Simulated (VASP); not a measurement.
# Ge (Im-3m) in VASP: a series of runs

Ge is run at these levels: PBE; tasks: single point.

All numbers are computed with VASP 6.6.1; they aren't measurements. Logs are shortened: lines on timing, memory, paths and dates and some standing lists are left out, and cuts for length are marked.

## 1. The cell of the first run

It takes space group Im-3m (No. 229, cubic). Conventional cell: a = 3.290 Å, b = 3.290 Å, c = 3.290 Å, α = 90.00°, β = 90.00°, γ = 90.00°. Ge (site symmetry m-3m) has 14 Ge at 2.85 to 3.29 Å within 3.8 Å.

## 2. Single point, PBE (volume scaled by 0.92)

Contents of INCAR:

```
PREC     = Accurate       # precision mode
ENCUT    = 520            # plane-wave cutoff, eV
EDIFF    = 1E-6           # SCF threshold, eV
ISMEAR   = -1             # smearing method
SIGMA    = 0.08           # smearing width, eV
LREAL    = False          # projectors in reciprocal space
LASPH    = True           # aspherical terms in the spheres
NELM     = 100            # most SCF steps
ALGO     = Normal         # electronic algorithm
ISIF     = 2              # what is computed and relaxed
LWAVE    = False          # write WAVECAR
LCHARG   = False          # write CHGCAR
GGA      = PE             # functional
NBANDS   = 13             # bands
```

Contents of KPOINTS:

```
regular mesh
0
Gamma
  16 16 16
```

Contents of POSCAR:

```
Ge
1.0
   -1.6450346238      1.6450346238      1.6450346238
    1.6450346238     -1.6450346238      1.6450346238
    1.6450346238      1.6450346238     -1.6450346238
Ge
1
Direct
    0.0000000000      0.0000000000      0.0000000000
```

Potentials or basis: VASP PAW PBE potentials, release 64 (Ge_d).

Started as:

```console
$ cat potpaw_PBE.64/Ge_d/POTCAR > POTCAR
$ mpirun -np 1 vasp_std > vasp.out
```

OUTCAR:

```text
PREC = Accurate
   ENCUT = 520
   EDIFF = 1E-6
   ISMEAR = -1
   LREAL = False
   LASPH = True
   NELM = 100
   ISIF = 2
   GGA = PE

 ion  position               nearest neighbor table
   1  0.000  0.000  0.000-

  LATTYP: Found a body centered cubic cell.
 ALAT       =     3.2900692476

  Lattice vectors:

 A1 = (  -1.6450346238,   1.6450346238,   1.6450346238)
 A2 = (   1.6450346238,  -1.6450346238,   1.6450346238)
 A3 = (   1.6450346238,   1.6450346238,  -1.6450346238)

Analysis of symmetry for initial positions (statically):
=====================================================================
 Subroutine PRICEL returns:
 Original cell was already a primitive cell.

 Routine SETGRP: Setting up the symmetry group for a
 body centered cubic supercell.

 Subroutine GETGRP returns: Found 48 space group operations
 (whereof 48 operations were pure point group operations)
 out of a pool of 48 trial point group operations.

The static configuration has the point symmetry O_h .

Analysis of symmetry for dynamics (positions and initial velocities):
=====================================================================
 Subroutine PRICEL returns:
 Original cell was already a primitive cell.

 Routine SETGRP: Setting up the symmetry group for a
 body centered cubic supercell.

 Subroutine GETGRP returns: Found 48 space group operations
 (whereof 48 operations were pure point group operations)
 out of a pool of 48 trial point group operations.

The dynamic configuration has the point symmetry O_h .

 Subroutine INISYM returns: Found 48 space group operations
 (whereof 48 operations are pure point group operations),
 and found     1 'primitive' translations

----------------------------------------------------------------------------------------

                                     Primitive cell

  volume of cell :      17.8068

  direct lattice vectors                    reciprocal lattice vectors
    -1.645034624  1.645034624  1.645034624     0.000000000  0.303944970  0.303944970
     1.645034624 -1.645034624  1.645034624     0.303944970  0.000000000  0.303944970
     1.645034624  1.645034624 -1.645034624     0.303944970  0.303944970  0.000000000

  length of vectors
     2.849283549  2.849283549  2.849283549     0.429843099  0.429843099  0.429843099

  position of ions in fractional coordinates (direct lattice)
     0.000000000  0.000000000  0.000000000

  ion indices of the primitive-cell ions
   primitive index   ion index
                 1           1

----------------------------------------------------------------------------------------

 KPOINTS: regular mesh

Automatic generation of k-mesh.
 Grid dimensions read from file:
 generate k-points for:   16   16   16

 Generating k-lattice:

  Cartesian coordinates                     Fractional coordinates (reciprocal lattice)
     0.000000000  0.018996561  0.018996561     0.062500000  0.000000000  0.000000000
     0.018996561  0.000000000  0.018996561     0.000000000  0.062500000  0.000000000
     0.018996561  0.018996561  0.000000000     0.000000000  0.000000000  0.062500000

  Length of vectors
     0.026865194  0.026865194  0.026865194

  Shift w.r.t. Gamma in fractional coordinates (k-lattice)
     0.000000000  0.000000000  0.000000000

 Subroutine IBZKPT returns following result:
 ===========================================

 Found    145 irreducible k-points:

 Following reciprocal coordinates:
            Coordinates               Weight
  0.000000  0.000000  0.000000      1.000000
  0.062500  0.000000  0.000000     12.000000
  0.125000  0.000000  0.000000     12.000000
  0.187500  0.000000  0.000000     12.000000
  0.250000  0.000000  0.000000     12.000000
  0.312500  0.000000  0.000000     12.000000
[... 16 lines left out ...]
  0.187500  0.187500  0.000000     24.000000
  0.250000  0.187500 -0.000000     48.000000
 [... further k-points ...]
   k-points           NKPTS =    145   k-points in BZ     NKDIM =    145   number of bands    NBANDS=     13
   number of dos      NEDOS =    301   number of ions     NIONS =      1
   total plane-waves  NPLWV =  13824
   dimension x,y,z NGX =    24 NGY =   24 NGZ =   24
   dimension x,y,z NGXF=    48 NGYF=   48 NGZF=   48
   ions per type =               1
   NGX,Y,Z   is equivalent  to a cutoff of  14.00, 14.00, 14.00 a.u.
   NGXF,Y,Z  is equivalent  to a cutoff of  28.01, 28.01, 28.01 a.u.
 SYSTEM =  unknown system
   PREC   = accura    normal or accurate (medium, high low for compatibility)
   ISTART =      0    job   : 0-new  1-cont  2-samecut
   ICHARG =      2    charge: 1-file 2-atom 10-const
   ISPIN  =      1    spin polarized calculation?
   LNONCOLLINEAR =      F non collinear calculations
   LSORBIT =      F    spin-orbit coupling
   LASPH  =      T    aspherical Exc in radial PAW
   ENCUT  =  520.0 eV  38.22 Ry    6.18 a.u.   5.30  5.30  5.30*2*pi/ulx,y,z
   NELM   =    100;   NELMIN=  2; NELMDL= -5     # of ELM steps
   EDIFF  = 0.1E-05   stopping-criterion for ELM
   LREAL  =      F    real-space projection
   EDIFFG = 0.1E-04   stopping-criterion for IOM
   NSW    =      0    number of steps for IOM
   IBRION =     -1    ionic relax: 0-MD 1-quasi-New 2-CG
   NFREE  =      0    steps in history (QN), initial steepest desc. (CG)
   ISIF   =      2    stress and relaxation
   ISYM   =      2    0-nonsym 1-usesym 2-fastsym
   POTIM  = 0.5000    time-step for ionic-motion
   TEBEG  =    0.0;   TEEND  =   0.0 temperature during run
   PSTRESS=    0.0 pullay stress
   NELECT =      14.0000    total number of electrons
   NUPDOWN=      -1.0000    fix difference up-down
   EMIN   =  10.00;   EMAX   =-10.00  energy-range for DOS
   EFERMI =   0.00;   METHOD = LEGACY
   ISMEAR =    -1;   SIGMA  =   0.08  broadening in eV -4-tet -1-fermi 0-gaus
   EFERMI_NEDOS =   21; number of points for ismear=-14 and -15
   IALGO  =     38    algorithm
   IMIX   =      4    mixing-type and parameters
     AMIX     =   0.40;   BMIX     =  1.00
     AMIX_MAG =   1.60;   BMIX_MAG =  1.00
  volume/ion in A,a.u.               =      17.81       120.17
  Fermi-wavevector in a.u.,A,eV,Ry     =   1.510970  2.855319 31.062508  2.283030
  Thomas-Fermi vector in A             =   2.621089
   LORBIT       =      0    0 simple, 1 ext, 2 COOP (PROOUT), +10 PAW based schemes
   GGA     = PE    functional components
   LHFCALC =     F    Hartree Fock is set to
   AEXX    =    0.0000 exact exchange contribution
   IVDW    =     0    specifies the selected vdW correction
   LEPSILON=     F    determine dielectric tensor
   LRPA    =     F    only Hartree local field effects (RPA)
 non-spin polarized calculation
  energy-cutoff  :      520.00
  volume of cell :       17.81
 maximum number of plane-waves:       490
 NGX is ok and might be reduce to    24
   NGX = 11   NGY = 11   NGZ = 11

 number of electron      14.0000004 magnetization

 Free energy of the ion-electron system (eV)
  ---------------------------------------------------
  ext. energy  EPLUGINS =         0.00000000
  ---------------------------------------------------
  free energy    TOTEN  =        -4.15378186 eV

  energy without entropy =       -4.14037978  energy(sigma->0) =       -4.14708082

 E-fermi :   7.3920     XC(G=0): -11.5946

 val. band max:        7.3842164233   @ k =  -0.3125   0.3125   0.1250
 cond. band min:       7.3956947875   @ k =   0.3125   0.1875   0.1875
 fundamental gap:      0.0114783642
 Fermi energy:         7.3919967422

 k-point     1 :       0.0000    0.0000    0.0000
  band No.  band energies     occupation
      1     -17.3557      2.00000
      2     -17.3557      2.00000
      3     -17.3557      2.00000
      4     -17.2538      2.00000
      5     -17.2538      2.00000
      6      -6.2327      2.00000
      7      17.2063      0.00000
      8      17.2063      0.00000
      9      17.2063      0.00000
     10      22.8245      0.00000
     11      22.8245      0.00000
     12      22.8245      0.00000
     13      24.7036      0.00000

 k-point     2 :       0.0625    0.0000    0.0000
  band No.  band energies     occupation
      1     -17.3571      2.00000
      2     -17.3539      2.00000
      3     -17.3496      2.00000
      4     -17.2553      2.00000
      5     -17.2539      2.00000
      6      -6.1246      2.00000
      7      16.3172      0.00000
      8      16.7648      0.00000
      9      17.0871      0.00000
     10      21.9956      0.00000
     11      22.0704      0.00000
     12      23.4637      0.00000
     13      23.9143      0.00000

 k-point     3 :       0.1250    0.0000    0.0000
  band No.  band energies     occupation
      1     -17.3610      2.00000
      2     -17.3492      2.00000
      3     -17.3321      2.00000
      4     -17.2593      2.00000
      5     -17.2543      2.00000
      6      -5.8002      2.00000
      7      14.2651      0.00000
      8      15.8114      0.00000
      9      16.7464      0.00000
     10      20.7577      0.00000
     11      20.8072      0.00000
     12      23.4571      0.00000
     13      24.3796      0.00000
[... 305 lines left out ...]
 k-point    23 :       0.1875    0.1875    0.0000
  band No.  band energies     occupation
      1     -17.3686      2.00000
      2     -17.3376      2.00000
      3     -17.2716      2.00000
      4     -17.2617      2.00000
      5     -17.2447      2.00000
      6      -3.3202      2.00000
      7       8.0971      0.00030
      8       9.8904      0.00000
      9      13.9366      0.00000
     10      19.7902      0.00000
     11      20.8428      0.00000
     12      24.7983      0.00000
     13      26.6079      0.00000

 k-point    24 :       0.2500    0.1875   -0.0000
  band No.  band energies     occupation
      1     -17.3712      2.00000
      2     -17.3322      2.00000
      3     -17.2696      2.00000
      4     -17.2635      2.00000
      5     -17.2300      2.00000
      6      -2.2590      2.00000
      7       6.3447      2.00000
      8       8.7580      0.00000
      9      13.4049      0.00000
     10      19.6209      0.00000
     11      21.3672      0.00000
     12      24.9996      0.00000
     13      28.1502      0.00000

 [... further k-points ...]
[... 5 lines left out ...]
  --------------------------------------------------------------------------------------
  -------------------------------------------------------------------------------------
  Total        0.6810665      0.6810665      0.6810665     -0.0000000     -0.0000000      0.0000000
  in kB       61.2794639     61.2794639     61.2794639     -0.0000000     -0.0000000      0.0000000
  external PRESSURE =      61.2794639 kB  Pullay stress =       0.0000000 kB

 VOLUME and BASIS-vectors are now :
 -----------------------------------------------------------------------------
  energy-cutoff  :      520.00
  volume of cell :       17.81
      direct lattice vectors                 reciprocal lattice vectors
    -1.645034624  1.645034624  1.645034624     0.000000000  0.303944970  0.303944970
     1.645034624 -1.645034624  1.645034624     0.303944970  0.000000000  0.303944970
     1.645034624  1.645034624 -1.645034624     0.303944970  0.303944970  0.000000000

 POSITION                                       TOTAL-FORCE (eV/Angst)
 -----------------------------------------------------------------------------------
      0.00000      0.00000      0.00000        -0.000000     -0.000000      0.000000
 -----------------------------------------------------------------------------------
    total drift:                               -0.000000      0.000000     -0.000000

  FREE ENERGIE OF THE ION-ELECTRON SYSTEM (eV)
  ---------------------------------------------------
  free  energy   TOTEN  =        -4.1537818579 eV

  energy  without entropy=       -4.1403797814  energy(sigma->0) =       -4.14708082
```

Run time: 19 s. Hardware: 1 thread of Intel Xeon 6975P-C, shared host; peak memory 0.16 GiB.

Results:

| Quantity | Value |
| --- | --- |
| Free energy | -4.1538 eV |
| Pressure | 6.1 GPa |
| Band gap on the k mesh | zero (band 7 reaches 17.21 eV, above the bottom of band 8 at 4.27 eV) |

Levels at points of the mesh, in eV from the Fermi level:
| k point | band 5 | band 6 | band 7 | band 8 | band 9 | band 10 |
| --- | --- | --- | --- | --- | --- | --- |
| (0.00, 0.00, 0.00) | -24.65 | -13.62 | 9.81 | 9.81 | 9.81 | 15.43 |
| (0.50, 0.00, 0.00) | -24.58 | -7.51 | -5.63 | 4.66 | 7.07 | 9.91 |
| (0.50, 0.50, 0.50) | -24.60 | -2.18 | -0.49 | -0.49 | -0.49 | 4.36 |

Caveat: the cell differs from its parent crystal (volume scaled by 0.92).

## 3. Single point, PBE

This run uses another cell than the first one, of 19.36 Å³/atom, 1.087 times its volume.

Contents of INCAR:

```
SYSTEM = Ge
  PREC = Accurate
  ENCUT = 520
  EDIFF = 1E-6
  ISMEAR = -1
  SIGMA = 0.08
  LREAL = .FALSE.
  LASPH = .TRUE.
  NELM = 80
  ALGO = Normal
  ISIF = 2
  LWAVE = .FALSE.
  LCHARG = .TRUE.
  GGA = PE
  LELF = .TRUE.
  LVHAR = .TRUE.
  NBANDS = 13
```

Contents of KPOINTS:

```
regular mesh
0
G
  16 16 16
  0 0 0
```

Contents of POSCAR:

```
Ge
1.0
   -1.6913978235      1.6913978235      1.6913978235
    1.6913978235     -1.6913978235      1.6913978235
    1.6913978235      1.6913978235     -1.6913978235
Ge
1
Direct
    0.0000000000      0.0000000000      0.0000000000
```

Potentials or basis: VASP PAW PBE potentials, release 64 (Ge_d).

Started as:

```console
$ cat potpaw_PBE.64/Ge_d/POTCAR > POTCAR
$ mpirun -np 1 vasp_std > vasp.out
```

It took 15 s on 1 thread of Intel Xeon 6975P-C, shared host; peak memory 0.16 GiB.

Results (log left out):

```
Free energy            : -4.1826 eV
Pressure               : -0.1 GPa
Band gap on the k mesh : zero (band 7 reaches 15.41 eV, above the bottom of band 8 at 3.68 eV)
```

Levels at points of the mesh, in eV from the Fermi level:
```csv
k point,band 3,band 4,band 5,band 6,band 7,band 8,band 9,band 10,band 11,band 12
"(0.00, 0.00, 0.00)",-24.71,-24.63,-24.63,-12.92,8.93,8.93,8.93,14.79,14.79,14.79
"(0.50, 0.00, 0.00)",-24.64,-24.64,-24.58,-7.40,-5.14,4.30,6.62,9.35,9.64,19.10
"(0.50, 0.50, 0.50)",-24.60,-24.60,-24.60,-2.76,-0.40,-0.40,-0.40,4.44,4.44,26.08
```
